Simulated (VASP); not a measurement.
Input of a VASP 6.6.1 run:

INCAR

```
AGGAC = 1.0
AGGAX = 1.0
ALDAC = 0.0
ALDAX = 1.0
ALGO = Normal
EDIFF = 1E-6
ENCUT = 520
GGA = B5
ISIF = 2
ISMEAR = -1
LASPH = True
LCHARG = False
LREAL = False
LWAVE = False
NBANDS = 22
NELM = 80
PREC = Accurate
SIGMA = 0.1
```

KPOINTS

```
k-points
0
Gamma
  12 12 8
```

Contents of POSCAR:

```
Bi
1.0
   -3.2950544080      3.3162324002      1.7534814723
    3.3162324002     -3.2950544080      1.7534814723
    3.2827239985      3.2827239985     -1.7146939408
Bi
2
Direct
    0.9994617026      0.0005382974      0.0000000000
    0.7505382974      0.2494617026      0.5000000000
```

Potentials or basis: VASP PAW PBE potentials, release 64 (Bi_d).

Launch:

```sh
$ cat potpaw_PBE.64/Bi_d/POTCAR > POTCAR
$ mpirun -np 1 vasp_std > vasp.out
```

Question: What does it give for the largest force?

Answer: 0.009 eV/Å.

Question: What does it give for the band gap on the k mesh?

Answer: Zero (bands 15 and 16 overlap by 4.64 eV).

Question: Estimate the pressure.

Answer: -1.3 GPa.

Stress tensor (GPa, compression positive):
```
-1.26  0.11 -0.06
 0.11 -1.26 -0.06
-0.06 -0.06 -1.29
```

Caveat: the PAW data sets were made with another functional, which shifts forces and pressure a little; spin-orbit coupling is left out, which moves the levels of the heavy elements.
